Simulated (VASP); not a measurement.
# TiN in VASP: single point with LDA

Aim: the single point of TiN with LDA.

Program: VASP 6.6.1. These are calculated values, not measurements. Logs are shortened: lines on timing, memory, paths and dates and some standing lists are left out, and cuts for length are marked.

## (1) The cell of the first run

The cell holds a slab with vacuum, 14 atoms: a = 2.950 Å, b = 2.950 Å, c = 27.514 Å, α = 90.00°, β = 90.00°, γ = 90.00°.

## (2) Single point, LDA

The input, INCAR:

```
SYSTEM = TiN
PREC = Accurate
ENCUT = 520
EDIFF = 1E-7
ISMEAR = 0
SIGMA = 0.1
LREAL = .False.
LASPH = .True.
NELM = 80
ALGO = Normal
ISIF = 2
LWAVE = .False.
LCHARG = .True.
LDIPOL = .True.
IDIPOL = 3
DIPOL = 0.5 0.5 0.500
LELF = .True.
LVHAR = .True.
LVACPOTAV = .True.
NBANDS = 72
```

The input, KPOINTS:

```
Automatic mesh
0
Gamma
  12 12 1
  0 0 0
```

The input, POSCAR:

```
TiN
1.0
    2.9496626303      0.0000000000      0.0000000000
    0.0000000000      2.9496626303      0.0000000000
    0.0000000000      0.0000000000     27.5143586884
Ti N
7 7
Direct
    0.5000000000      0.5000000000      0.2768575480
    0.0000000000      0.0000000000      0.3492248015
    0.5000000000      0.5000000000      0.4239733242
    0.0000000000      0.0000000000      0.4999999997
    0.5000000000      0.5000000000      0.5760266772
    0.0000000000      0.0000000000      0.6507751978
    0.5000000000      0.5000000000      0.7231424517
    0.0000000000      0.0000000000      0.2710674590
    0.5000000000      0.5000000000      0.3481229246
    0.0000000000      0.0000000000      0.4245136699
    0.5000000000      0.5000000000      0.5000000001
    0.0000000000      0.0000000000      0.5754863305
    0.5000000000      0.5000000000      0.6518770745
    0.0000000000      0.0000000000      0.7289325414
```

Potentials or basis: VASP PAW LDA potentials, release 64 (Ti_sv, N).

The run is started by

```
> cat potpaw_LDA.64/Ti_sv/POTCAR potpaw_LDA.64/N/POTCAR > POTCAR
> mpirun -np 1 vasp_std > vasp.out
```

OUTCAR:

```text
SYSTEM = TiN
   PREC = Accurate
   ENCUT = 520
   EDIFF = 1E-7
   ISMEAR = 0
   LREAL = .False.
   LASPH = .True.
   NELM = 80
   ISIF = 2

 ion  position               nearest neighbor table
   1  0.500  0.500  0.277-   9 1.96   8 2.09   8 2.09   8 2.09   8 2.09   2 2.88   2 2.88   2 2.88
                             2 2.88
   2  0.000  0.000  0.349-  10 2.07   9 2.09   9 2.09   9 2.09   9 2.09   8 2.15   1 2.88   1 2.88
                             1 2.88   1 2.88
   3  0.500  0.500  0.424-  10 2.09  10 2.09  10 2.09  10 2.09   9 2.09  11 2.09
   4  0.000  0.000  0.500-  10 2.08  12 2.08  11 2.09  11 2.09  11 2.09  11 2.09
   5  0.500  0.500  0.576-  12 2.09  12 2.09  12 2.09  12 2.09  13 2.09  11 2.09
   6  0.000  0.000  0.651-  12 2.07  13 2.09  13 2.09  13 2.09  13 2.09  14 2.15   7 2.88   7 2.88
                             7 2.88   7 2.88
   7  0.500  0.500  0.723-  13 1.96  14 2.09  14 2.09  14 2.09  14 2.09   6 2.88   6 2.88   6 2.88
                             6 2.88
   8  0.000  0.000  0.271-   1 2.09   1 2.09   1 2.09   1 2.09   2 2.15
   9  0.500  0.500  0.348-   1 1.96   2 2.09   2 2.09   2 2.09   2 2.09   3 2.09
  10  0.000  0.000  0.425-   2 2.07   4 2.08   3 2.09   3 2.09   3 2.09   3 2.09
  11  0.500  0.500  0.500-   4 2.09   4 2.09   4 2.09   4 2.09   3 2.09   5 2.09
  12  0.000  0.000  0.575-   6 2.07   4 2.08   5 2.09   5 2.09   5 2.09   5 2.09
  13  0.500  0.500  0.652-   7 1.96   6 2.09   6 2.09   6 2.09   6 2.09   5 2.09
  14  0.000  0.000  0.729-   7 2.09   7 2.09   7 2.09   7 2.09   6 2.15

  LATTYP: Found a simple tetragonal cell.
 ALAT       =     2.9496626303
 C/A-ratio  =     9.3279680211

  Lattice vectors:

 A1 = (   2.9496626303,   0.0000000000,   0.0000000000)
 A2 = (   0.0000000000,   2.9496626303,   0.0000000000)
 A3 = (   0.0000000000,   0.0000000000,  27.5143586884)

Analysis of symmetry for initial positions (statically):
=====================================================================
 Subroutine PRICEL returns:
 Original cell was already a primitive cell.

 Routine SETGRP: Setting up the symmetry group for a
 simple tetragonal supercell.

 Subroutine GETGRP returns: Found 16 space group operations
 (whereof 16 operations were pure point group operations)
 out of a pool of 16 trial point group operations.

The static configuration has the point symmetry D_4h.

Analysis of symmetry for dynamics (positions and initial velocities):
=====================================================================
 Subroutine PRICEL returns:
 Original cell was already a primitive cell.

 Routine SETGRP: Setting up the symmetry group for a
 simple tetragonal supercell.

 Subroutine GETGRP returns: Found 16 space group operations
 (whereof 16 operations were pure point group operations)
 out of a pool of 16 trial point group operations.

The dynamic configuration has the point symmetry D_4h.

 Subroutine INISYM returns: Found 16 space group operations
 (whereof 16 operations are pure point group operations),
 and found     1 'primitive' translations

----------------------------------------------------------------------------------------

                                     Primitive cell

  volume of cell :     239.3889

  direct lattice vectors                    reciprocal lattice vectors
     2.949662630  0.000000000  0.000000000     0.339021822  0.000000000  0.000000000
     0.000000000  2.949662630  0.000000000     0.000000000  0.339021822  0.000000000
     0.000000000  0.000000000 27.514358688     0.000000000  0.000000000  0.036344660

  length of vectors
     2.949662630  2.949662630 27.514358688     0.339021822  0.339021822  0.036344660

  position of ions in fractional coordinates (direct lattice)
     0.500000000  0.500000000  0.276857548
     0.000000000  0.000000000  0.349224802
     0.500000000  0.500000000  0.423973324
     0.000000000  0.000000000  0.500000000
     0.500000000  0.500000000  0.576026677
     0.000000000  0.000000000  0.650775198
     0.500000000  0.500000000  0.723142452
     0.000000000  0.000000000  0.271067459
     0.500000000  0.500000000  0.348122925
     0.000000000  0.000000000  0.424513670
     0.500000000  0.500000000  0.500000000
     0.000000000  0.000000000  0.575486330
     0.500000000  0.500000000  0.651877074
[... 36 lines left out ...]

  Shift w.r.t. Gamma in fractional coordinates (k-lattice)
     0.000000000  0.000000000  0.000000000

 Subroutine IBZKPT returns following result:
 ===========================================

 Found     28 irreducible k-points:

 Following reciprocal coordinates:
            Coordinates               Weight
  0.000000  0.000000  0.000000      1.000000
  0.083333  0.000000  0.000000      4.000000
  0.166667  0.000000  0.000000      4.000000
  0.250000  0.000000  0.000000      4.000000
  0.333333  0.000000  0.000000      4.000000
  0.416667  0.000000  0.000000      4.000000
[... 16 lines left out ...]
  0.333333  0.333333  0.000000      4.000000
  0.416667  0.333333  0.000000      8.000000
 [... further k-points ...]
   k-points           NKPTS =     28   k-points in BZ     NKDIM =     28   number of bands    NBANDS=     72
   number of dos      NEDOS =    301   number of ions     NIONS =     14
   total plane-waves  NPLWV = 120960
   dimension x,y,z NGX =    24 NGY =   24 NGZ =  210
   dimension x,y,z NGXF=    48 NGYF=   48 NGZF=  420
   ions per type =               7   7
   NGX,Y,Z   is equivalent  to a cutoff of  13.53, 13.53, 12.69 a.u.
   NGXF,Y,Z  is equivalent  to a cutoff of  27.05, 27.05, 25.38 a.u.
 SYSTEM =  TiN
   PREC   = accura    normal or accurate (medium, high low for compatibility)
   ISTART =      0    job   : 0-new  1-cont  2-samecut
   ICHARG =      2    charge: 1-file 2-atom 10-const
   ISPIN  =      1    spin polarized calculation?
   LNONCOLLINEAR =      F non collinear calculations
   LSORBIT =      F    spin-orbit coupling
   LASPH  =      T    aspherical Exc in radial PAW
   ENCUT  =  520.0 eV  38.22 Ry    6.18 a.u.   5.48  5.48 51.16*2*pi/ulx,y,z
   NELM   =     80;   NELMIN=  2; NELMDL= -5     # of ELM steps
   EDIFF  = 0.1E-06   stopping-criterion for ELM
   LREAL  =      F    real-space projection
   EDIFFG = 0.1E-05   stopping-criterion for IOM
   NSW    =      0    number of steps for IOM
   IBRION =     -1    ionic relax: 0-MD 1-quasi-New 2-CG
   NFREE  =      0    steps in history (QN), initial steepest desc. (CG)
   ISIF   =      2    stress and relaxation
   ISYM   =      2    0-nonsym 1-usesym 2-fastsym
   POTIM  = 0.5000    time-step for ionic-motion
   TEBEG  =    0.0;   TEEND  =   0.0 temperature during run
   PSTRESS=    0.0 pullay stress
   NELECT =     119.0000    total number of electrons
   NUPDOWN=      -1.0000    fix difference up-down
   EMIN   =  10.00;   EMAX   =-10.00  energy-range for DOS
   EFERMI =   0.00;   METHOD = LEGACY
   ISMEAR =     0;   SIGMA  =   0.10  broadening in eV -4-tet -1-fermi 0-gaus
   EFERMI_NEDOS =   21; number of points for ismear=-14 and -15
   IALGO  =     38    algorithm
   IMIX   =      4    mixing-type and parameters
     AMIX     =   0.40;   BMIX     =  1.00
     AMIX_MAG =   1.60;   BMIX_MAG =  1.00
  volume/ion in A,a.u.               =      17.10       115.39
  Fermi-wavevector in a.u.,A,eV,Ry     =   1.296848  2.450688 22.882483  1.681815
  Thomas-Fermi vector in A             =   2.428278
   LORBIT       =      0    0 simple, 1 ext, 2 COOP (PROOUT), +10 PAW based schemes
   GGA     = CA    functional components
   LHFCALC =     F    Hartree Fock is set to
   AEXX    =    0.0000 exact exchange contribution
   IVDW    =     0    specifies the selected vdW correction
   LEPSILON=     F    determine dielectric tensor
   LRPA    =     F    only Hartree local field effects (RPA)
 non-spin polarized calculation
 Gauss-broadening in eV      SIGMA  =   0.10
  energy-cutoff  :      520.00
  volume of cell :      239.39
 maximum number of plane-waves:      6513
 NGX is ok and might be reduce to    24
   NGX = 11   NGY = 11   NGZ =103

 dipolmoment           0.000000      0.000000      0.000000 electrons x Angstroem

 number of electron     118.9999991 magnetization

 dipolmoment           0.000000      0.000000     -0.000000 electrons x Angstroem

 Free energy of the ion-electron system (eV)
  ---------------------------------------------------
  ext. energy  EPLUGINS =         0.00000000
  ---------------------------------------------------
  free energy    TOTEN  =      -149.87004052 eV

  energy without entropy =     -149.83928739  energy(sigma->0) =     -149.85466396

 E-fermi :   4.7790     XC(G=0):  -7.8933

 val. band max:        4.7731370180   @ k =   0.4167   0.0833   0.0000
 cond. band min:       4.8108620882   @ k =   0.4167   0.2500   0.0000
 fundamental gap:      0.0377250703
 Fermi energy:         4.7789752476

 k-point     1 :       0.0000    0.0000    0.0000
  band No.  band energies     occupation
      1     -52.2674      2.00000
      2     -52.2380      2.00000
      3     -52.2310      2.00000
      4     -52.1978      2.00000
      5     -52.1496      2.00000
      6     -52.0340      2.00000
[... 1765 lines left out ...]
     70       7.1138      0.00000
     71       7.1686      0.00000

 [... further k-points ...]

 [bands above 71 left out]

------------------------ aborting loop because EDIFF is reached ----------------------------------------

  FORCE on cell =-STRESS in cart. coord.  units (eV):
  Direction    XX          YY          ZZ          XY          YZ          ZX
  --------------------------------------------------------------------------------------
  -------------------------------------------------------------------------------------
  Total       -3.6293399     -3.6293399      0.8265545      0.0000000      0.0000000      0.0000000
  in kB      -24.2903707    -24.2903707      5.5319467      0.0000000      0.0000000      0.0000000
  external PRESSURE =     -14.3495982 kB  Pullay stress =       0.0000000 kB

 VOLUME and BASIS-vectors are now :
 -----------------------------------------------------------------------------
  energy-cutoff  :      520.00
  volume of cell :      239.39
      direct lattice vectors                 reciprocal lattice vectors
     2.949662630  0.000000000  0.000000000     0.339021822  0.000000000  0.000000000
     0.000000000  2.949662630  0.000000000     0.000000000  0.339021822  0.000000000
     0.000000000  0.000000000 27.514358688     0.000000000  0.000000000  0.036344660

 POSITION                                       TOTAL-FORCE (eV/Angst)
 -----------------------------------------------------------------------------------
      1.47483      1.47483      7.61756        -0.000000     -0.000000     -0.062804
      0.00000      0.00000      9.60870        -0.000000      0.000000     -0.000785
      1.47483      1.47483     11.66535        -0.000000      0.000000      0.000460
      0.00000      0.00000     13.75718        -0.000000      0.000000     -0.000000
      1.47483      1.47483     15.84900         0.000000     -0.000000     -0.000460
      0.00000      0.00000     17.90566        -0.000000      0.000000      0.000785
      1.47483      1.47483     19.89680         0.000000     -0.000000      0.062804
      0.00000      0.00000      7.45825        -0.000000      0.000000     -0.028708
      1.47483      1.47483      9.57838         0.000000     -0.000000      0.023255
      0.00000      0.00000     11.68022        -0.000000      0.000000     -0.001225
      1.47483      1.47483     13.75718        -0.000000      0.000000     -0.000000
      0.00000      0.00000     15.83414        -0.000000      0.000000      0.001225
      1.47483      1.47483     17.93598         0.000000     -0.000000     -0.023255
      0.00000      0.00000     20.05611        -0.000000      0.000000      0.028708
 -----------------------------------------------------------------------------------
    total drift:                                0.000000     -0.000000     -0.000009

  FREE ENERGIE OF THE ION-ELECTRON SYSTEM (eV)
  ---------------------------------------------------
  free  energy   TOTEN  =      -149.8700405223 eV

  energy  without entropy=     -149.8392873920  energy(sigma->0) =     -149.85466396

 vacuum level on the upper side and lower side of the slab         7.979         7.979
```

Wall time 20 min (1 thread of AMD EPYC 9R45 (Zen 5), shared host); peak memory 0.46 GiB.

What came out:

```yaml
Free_energy: -149.8700 eV
Largest_force: 0.063 eV/Å
Band_gap_on_the_k_mesh: zero (an odd number of electrons rules out a gap without spin polarisation)
```

Forces on the atoms (eV/Å):
```
Ti   0.000  0.000 -0.063
Ti   0.000  0.000 -0.001
Ti   0.000  0.000  0.000
Ti   0.000  0.000  0.000
Ti   0.000  0.000  0.000
Ti   0.000  0.000  0.001
Ti   0.000  0.000  0.063
N    0.000  0.000 -0.029
N    0.000  0.000  0.023
N    0.000  0.000 -0.001
N    0.000  0.000  0.000
N    0.000  0.000  0.001
N    0.000  0.000 -0.023
N    0.000  0.000  0.029
```

Levels at points of the mesh, in eV from the Fermi level:
```
           k point  band 56  band 57  band 58  band 59  band 60  band 61  band 62  band 63  band 64  band 65
(0.00, 0.00, 0.00)    -2.09    -2.09    -2.03    -1.99    -1.99    -1.45    -0.94    -0.70    -0.47    -0.47
(0.50, 0.00, 0.00)    -4.54     0.94     0.99     1.05     1.16     1.27     1.54     1.63     1.63     1.68
(0.50, 0.50, 0.00)    -2.90    -2.84    -2.64    -1.64    -1.64    -0.22    -0.22     0.95     0.95     1.64
```
